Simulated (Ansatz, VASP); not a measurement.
Two plane-wave programs on In

```
In
1.0
     3.36384    0.00000    0.00000
    -1.68192    2.91317    0.00000
     0.00000    0.00000   10.79971
In
4
Direct
  0.66667 0.33333 0.75926
  0.00000 0.00000 0.50000
  0.33333 0.66667 0.25000
  0.00000 0.00000 0.00000
```

Alike in both runs: task single point; functional LDA; k mesh 14 × 14 × 4; occupations fermi-dirac, width 0.05 eV; no spin polarisation.

|  | VASP | Ansatz |
| --- | --- | --- |
| version | VASP 6.6.1 | Ansatz 0.2.0 |
| potentials or method | VASP PAW LDA potentials, release 64 (In_d), cutoff 520 eV | scalar-relativistic, plane waves, PAW |
| valence electrons in the cell | 52 | 52 |

|  | VASP | Ansatz | Ansatz less VASP |
| --- | --- | --- | --- |
| pressure (GPa) | -2.8 | -2.8 | -0.03 |
| traceless stress, the component that is largest in VASP (GPa) | 0.31 | 0.31 | -0.009 |
| rms of the force components (eV/Å) | 0.082 | 0.080 | -0.0010 |

LDA's correlation is that of Perdew and Zunger in VASP and of Perdew and Wang (1992) in Ansatz. Atom by atom the forces differ by 0.001 eV/Å (rms over components). Ansatz's warnings: stress scf threshold loose.
